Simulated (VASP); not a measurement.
# BN (P6_3mc) in VASP: G0W0 quasiparticle levels with PBE

Aim: the G0W0 quasiparticle levels of BN with PBE.

Program: VASP 6.6.1. These are calculated values, not measurements. Logs are shortened: lines on timing, memory, paths and dates and some standing lists are left out, and cuts for length are marked.

## 1. The cell of the first run

The structure is hexagonal, space group P6_3mc (No. 186). Conventional cell: a = 2.544 Å, b = 2.544 Å, c = 4.124 Å, α = 90.00°, β = 90.00°, γ = 120.00°. B (site symmetry 3m) has 4 N at 1.55 to 1.56 Å within 2.1 Å. Within 2.1 Å of N (site symmetry 3m) lie 4 B at 1.55 to 1.56 Å.

## 2. G0W0 quasiparticle levels, PBE

POSCAR

```
BN
1.0
    2.5439499996      0.0000000000      0.0000000000
   -1.2719749998      2.2031253256      0.0000000000
    0.0000000000      0.0000000000      4.1236590347
B N
2 2
Direct
    0.3333333333      0.6666666667      0.0001020310
    0.6666666667      0.3333333333      0.5001020310
    0.3333333333      0.6666666667      0.3748979690
    0.6666666667      0.3333333333      0.8748979690
```

INCAR.step1

```
PREC = Accurate
ENCUT = 500
EDIFF = 1E-8
ISMEAR = 0
SIGMA = 0.01
LREAL = F
LASPH = T
NELM = 60
ALGO = Normal
LWAVE = T
LCHARG = F
GGA = PE
```

INCAR.step2

```
PREC = Accurate
ENCUT = 500
EDIFF = 1E-8
ISMEAR = 0
SIGMA = 0.01
LREAL = F
LASPH = T
NELM = 1
ALGO = Exact
LWAVE = T
LCHARG = F
GGA = PE
NBANDS = 104
LOPTICS = T
ISTART = 1
```

INCAR.step3

```
PREC = Accurate
ENCUT = 500
EDIFF = 1E-8
ISMEAR = 0
SIGMA = 0.01
LREAL = F
LASPH = T
ALGO = EVGW0
LWAVE = F
LCHARG = F
GGA = PE
NELMGW = 1
NBANDS = 104
ENCUTGW = 150.0
NOMEGA = 96
PRECFOCK = Fast
ISTART = 1
NBANDSGW = 16
OMEGAMAX = 20
```

KPOINTS

```
regular mesh
0
Gamma
  6 6 4
```

Potentials or basis: VASP PAW PBE potentials, release 64 (B_GW, N_GW).

Run with:

```
cat potpaw_PBE.64/B_GW/POTCAR potpaw_PBE.64/N_GW/POTCAR > POTCAR
cp INCAR.step1 INCAR
mpirun -np 1 vasp_std > vasp.out
cp INCAR.step2 INCAR
mpirun -np 1 vasp_std > vasp.out
cp INCAR.step3 INCAR
mpirun -np 1 vasp_std > vasp.out
```

OUTCAR:

```text
PREC = Accurate
   ENCUT = 500
   EDIFF = 1E-8
   ISMEAR = 0
   LREAL = F
   LASPH = T
   GGA = PE
   NELMGW = 1
   ENCUTGW = 150.0
   PRECFOCK = Fast
   ISTART = 1

 ion  position               nearest neighbor table
   1  0.333  0.667  0.000-   3 1.55   4 1.56   4 1.56   4 1.56
   2  0.667  0.333  0.500-   4 1.55   3 1.56   3 1.56   3 1.56
   3  0.333  0.667  0.375-   1 1.55   2 1.56   2 1.56   2 1.56
   4  0.667  0.333  0.875-   2 1.55   1 1.56   1 1.56   1 1.56

  LATTYP: Found a hexagonal cell.
 ALAT       =     2.5439499996
 C/A-ratio  =     1.6209670140

  Lattice vectors:

 A1 = (   2.5439499996,   0.0000000000,   0.0000000000)
 A2 = (  -1.2719749998,   2.2031253256,   0.0000000000)
 A3 = (   0.0000000000,   0.0000000000,   4.1236590347)

Analysis of symmetry for initial positions (statically):
=====================================================================
 Subroutine PRICEL returns:
 Original cell was already a primitive cell.

 Routine SETGRP: Setting up the symmetry group for a
 hexagonal supercell.

 Subroutine GETGRP returns: Found 12 space group operations
 (whereof  6 operations were pure point group operations)
 out of a pool of 24 trial point group operations.

The static configuration has the point symmetry C_3v.
 The point group associated with its full space group is C_6v.

Analysis of symmetry for dynamics (positions and initial velocities):
=====================================================================
 Subroutine PRICEL returns:
 Original cell was already a primitive cell.

 Routine SETGRP: Setting up the symmetry group for a
 hexagonal supercell.

 Subroutine GETGRP returns: Found 12 space group operations
 (whereof  6 operations were pure point group operations)
 out of a pool of 24 trial point group operations.

The dynamic configuration has the point symmetry C_3v.
 The point group associated with its full space group is C_6v.

 Subroutine INISYM returns: Found 12 space group operations
 (whereof  6 operations are pure point group operations),
 and found     1 'primitive' translations

----------------------------------------------------------------------------------------

                                     Primitive cell

  volume of cell :      23.1116

  direct lattice vectors                    reciprocal lattice vectors
     2.543950000  0.000000000  0.000000000     0.393089487  0.226950321  0.000000000
    -1.271975000  2.203125326  0.000000000     0.000000000  0.453900642  0.000000000
     0.000000000  0.000000000  4.123659035     0.000000000  0.000000000  0.242503076

  length of vectors
     2.543950000  2.543950000  4.123659035     0.453900642  0.453900642  0.242503076

  position of ions in fractional coordinates (direct lattice)
     0.333333333  0.666666667  0.000102031
     0.666666667  0.333333333  0.500102031
     0.333333333  0.666666667  0.374897969
     0.666666667  0.333333333  0.874897969

  ion indices of the primitive-cell ions
   primitive index   ion index
                 1           1
                 2           2
                 3           3
                 4           4

----------------------------------------------------------------------------------------

 KPOINTS: regular mesh

Automatic generation of k-mesh.
 Grid dimensions read from file:
 generate k-points for:    6    6    4

 Generating k-lattice:

  Cartesian coordinates                     Fractional coordinates (reciprocal lattice)
     0.065514914  0.037825054  0.000000000     0.166666667  0.000000000  0.000000000
     0.000000000  0.075650107  0.000000000     0.000000000  0.166666667  0.000000000
     0.000000000  0.000000000  0.060625769     0.000000000  0.000000000  0.250000000

  Length of vectors
     0.075650107  0.075650107  0.060625769

  Shift w.r.t. Gamma in fractional coordinates (k-lattice)
     0.000000000  0.000000000  0.000000000

 Subroutine IBZKPT returns following result:
 ===========================================

 Found     21 irreducible k-points:

 Following reciprocal coordinates:
            Coordinates               Weight
  0.000000  0.000000  0.000000      1.000000
  0.166667  0.000000  0.000000      6.000000
  0.333333 -0.000000  0.000000      6.000000
  0.500000 -0.000000  0.000000      3.000000
  0.166667  0.166667  0.000000      6.000000
  0.333333  0.166667  0.000000     12.000000
[... 13 lines left out ...]
  0.333333  0.166667  0.500000     12.000000
  0.333333  0.333333  0.500000      2.000000
   k-points           NKPTS =     21   k-points in BZ     NKDIM =    144   number of bands    NBANDS=    104
   number of dos      NEDOS =    301   number of ions     NIONS =      4
   total plane-waves  NPLWV =  12000
   dimension x,y,z NGX =    20 NGY =   20 NGZ =   30
   dimension x,y,z NGXF=    40 NGYF=   40 NGZF=   60
   ions per type =               2   2
   NGX,Y,Z   is equivalent  to a cutoff of  13.07, 13.07, 12.09 a.u.
   NGXF,Y,Z  is equivalent  to a cutoff of  26.14, 26.14, 24.19 a.u.
 SYSTEM =  unknown system
   PREC   = accura    normal or accurate (medium, high low for compatibility)
   ISTART =      1    job   : 0-new  1-cont  2-samecut
   ICHARG =      0    charge: 1-file 2-atom 10-const
   ISPIN  =      1    spin polarized calculation?
   LNONCOLLINEAR =      F non collinear calculations
   LSORBIT =      F    spin-orbit coupling
   LASPH  =      T    aspherical Exc in radial PAW
   ENCUT  =  500.0 eV  36.75 Ry    6.06 a.u.   4.64  4.64  7.52*2*pi/ulx,y,z
   NELM   =     60;   NELMIN=  2; NELMDL=  0     # of ELM steps
   EDIFF  = 0.1E-07   stopping-criterion for ELM
   LREAL  =      F    real-space projection
   EDIFFG = 0.1E-06   stopping-criterion for IOM
   NSW    =      0    number of steps for IOM
   IBRION =     -1    ionic relax: 0-MD 1-quasi-New 2-CG
   NFREE  =      0    steps in history (QN), initial steepest desc. (CG)
   ISIF   =      0    stress and relaxation
   ISYM   =      3    0-nonsym 1-usesym 2-fastsym
   POTIM  = 0.5000    time-step for ionic-motion
   TEBEG  =    0.0;   TEEND  =   0.0 temperature during run
   PSTRESS=    0.0 pullay stress
   NELECT =      16.0000    total number of electrons
   NUPDOWN=      -1.0000    fix difference up-down
   EMIN   =  10.00;   EMAX   =-10.00  energy-range for DOS
   EFERMI =   0.00;   METHOD = LEGACY
   ISMEAR =     0;   SIGMA  =   0.01  broadening in eV -4-tet -1-fermi 0-gaus
   EFERMI_NEDOS =   21; number of points for ismear=-14 and -15
   IALGO  =     38    algorithm
   IMIX   =      4    mixing-type and parameters
     AMIX     =   0.40;   BMIX     =  1.00
     AMIX_MAG =   1.60;   BMIX_MAG =  1.00
  volume/ion in A,a.u.               =       5.78        38.99
  Fermi-wavevector in a.u.,A,eV,Ry     =   1.448231  2.736761 28.536512  2.097374
  Thomas-Fermi vector in A             =   2.566096
   LORBIT       =      0    0 simple, 1 ext, 2 COOP (PROOUT), +10 PAW based schemes
   GGA     = PE    functional components
   LHFCALC =     T    Hartree Fock is set to
   PRECFOCK=fast      Normal, Fast or Accurate (Low or Medium for compatibility)
   ENCUT4O =  -1.0   cutoff for four orbital integrals eV
   NKREDX  =     1    reduce k-point grid by
   NKREDY  =     1    reduce k-point grid by
   NKREDZ  =     1    reduce k-point grid by
   AEXX    =    1.0000 exact exchange contribution
   HFSCREEN=    0.0000 screening length (either q_TF or 0.3 A-1)
   HFSCREENC=   0.0000 screening length for correlation (either q_TF or 0.3 A-1)
   ENCUTFOCK=  -1.0 apply spherical cutoff to Coloumb kernel
   IVDW    =     0    specifies the selected vdW correction
   LEPSILON=     F    determine dielectric tensor
   LRPA    =     F    only Hartree local field effects (RPA)
   LRPAFORCE           =     F    calculate RPA forces
   ENCUTGW             = 150.0    cutoff for response function in eV
   ENCUTGWSOFT         = 120.0    soft cutoff for Coulomb kernel in GW response function in eV
   ENCUTLF             =  -1.0    cutoff for local field effects
   NELMGW              =     1    number of iterations in solving QP/BSE equation
   NELMHF              =     1    number of iterations in the inner HF iteration
   NKREDLFX            =     1    NKREDLFY  =   1   NKREDLFZ  =   1
 non-spin polarized calculation
 Gauss-broadening in eV      SIGMA  =   0.01
  energy-cutoff  :      500.00
  volume of cell :       23.11
 maximum number of plane-waves:       604
 NGX is ok and might be reduce to    20
  NGX = 12; NGY = 12; NGZ = 20
   NGX =  9   NGY =  9   NGZ = 15
 maximum number of plane-waves:       116

 QP shifts <psi_nk| G(iteration)W_0 |psi_nk>: iteration 1
 for sc-GW calculations column KS-energies equals QP-energies in previous step
 and V_xc(KS)=  KS-energies - (<T + V_ion + V_H > + <T+V_H+V_ion>^1  + <V_x>^1)

 k-point   1 :       0.0000    0.0000    0.0000
  band No.  KS-energies  QP-energies   sigma(KS)   V_xc(KS)     V^pw_x(r,r')   Z            occupation Imag(sigma)

      1     -12.7704     -14.7060     -18.0270     -15.5482     -26.6229       0.7808       2.0000       1.3403
      2      -8.3295      -9.8636     -18.9294     -16.9101     -26.8170       0.7597       2.0000       0.7436
      3      -3.1882      -4.7710     -16.7318     -14.6400     -21.9524       0.7567       2.0000       0.1231
      4       5.5519       4.5595     -18.6107     -17.4029     -21.6894       0.8217       2.0000       0.0320
      5       5.5519       4.5595     -18.6107     -17.4029     -21.6894       0.8217       2.0000       0.0320
      6       7.6745       6.9159     -19.2362     -18.3202     -21.9264       0.8281       2.0000       0.0273
[... 8 lines left out ...]
     15      19.9483      21.5481     -12.7974     -14.7435      -7.0307       0.8220       0.0000      -0.0536
     16      24.6580      26.2791     -14.2660     -16.3492      -7.3032       0.7782       0.0000      -0.1145

 k-point   2 :       0.1667    0.0000    0.0000
  band No.  KS-energies  QP-energies   sigma(KS)   V_xc(KS)     V^pw_x(r,r')   Z            occupation Imag(sigma)

      1     -12.1692     -14.0489     -18.0509     -15.6500     -26.5462       0.7829       2.0000       1.2632
      2      -7.8911      -9.4017     -19.0546     -17.0508     -26.8314       0.7538       2.0000       0.6723
      3      -2.5983      -4.1737     -16.8072     -14.7458     -21.8355       0.7642       2.0000       0.1030
      4       3.1964       1.9504     -18.0126     -16.4766     -21.5546       0.8112       2.0000       0.0400
      5       4.5951       3.5137     -18.2874     -16.9644     -21.5295       0.8174       2.0000       0.0351
      6       5.9038       4.9219     -18.8953     -17.6994     -21.9774       0.8211       2.0000       0.0319
[... 8 lines left out ...]
     15      21.5700      23.2696     -13.1853     -15.2883      -7.0217       0.8082       0.0000      -0.0645
     16      23.5854      24.8972     -12.8484     -14.4783      -6.6317       0.8048       0.0000      -0.0825
[... 348 lines left out ...]
      5       2.1776       0.8687     -17.5557     -15.9335     -21.2555       0.8069       2.0000       0.0442
      6       2.1776       0.8687     -17.5557     -15.9335     -21.2555       0.8069       2.0000       0.0442
[... 8 lines left out ...]
     15      24.3612      26.0801     -14.1145     -16.3162      -7.1779       0.7807       0.0000      -0.1057
     16      24.3612      26.0801     -14.1145     -16.3162      -7.1779       0.7807       0.0000      -0.1057

 k-point  21 :       0.3333    0.3333    0.5000
  band No.  KS-energies  QP-energies   sigma(KS)   V_xc(KS)     V^pw_x(r,r')   Z            occupation Imag(sigma)

      1      -7.2328      -8.6998     -19.3299     -17.3688     -26.9466       0.7480       2.0000       0.5825
      2      -7.2328      -8.6998     -19.3299     -17.3688     -26.9466       0.7480       2.0000       0.5825
      3      -1.1486      -2.7604     -17.4767     -15.4039     -22.2464       0.7776       2.0000       0.0779
      4      -1.1486      -2.7604     -17.4767     -15.4039     -22.2464       0.7776       2.0000       0.0779
      5       0.0109      -1.4266     -16.7580     -14.9495     -20.8468       0.7949       2.0000       0.0576
      6       0.0109      -1.4266     -16.7580     -14.9495     -20.8468       0.7949       2.0000       0.0576
[... 8 lines left out ...]
     15      24.8342      26.5922     -14.2191     -16.4905      -7.0307       0.7740       0.0000      -0.1196
     16      24.8342      26.5922     -14.2191     -16.4905      -7.0307       0.7740       0.0000      -0.1196
```

It took 2.6 min on 1 thread of Intel Xeon 6975P-C (Granite Rapids), shared host; peak memory 0.39 GiB.

What came out:

```yaml
Quasiparticle_gap: 6.71 eV
Least_direct_quasiparticle_gap: 10.18 eV
Band_gap_of_the_starting_levels_on_the_mesh: 5.25 eV
Least_direct_gap_of_the_starting_levels_on_the_mesh: 8.28 eV
```

Caveat: the k points lie up to 0.48 Å⁻¹ apart; bands, screening cutoff and mesh are small and nothing is extrapolated, so the quasiparticle values aren't converged; the structure was generated, so it needn't be the stable form of BN.
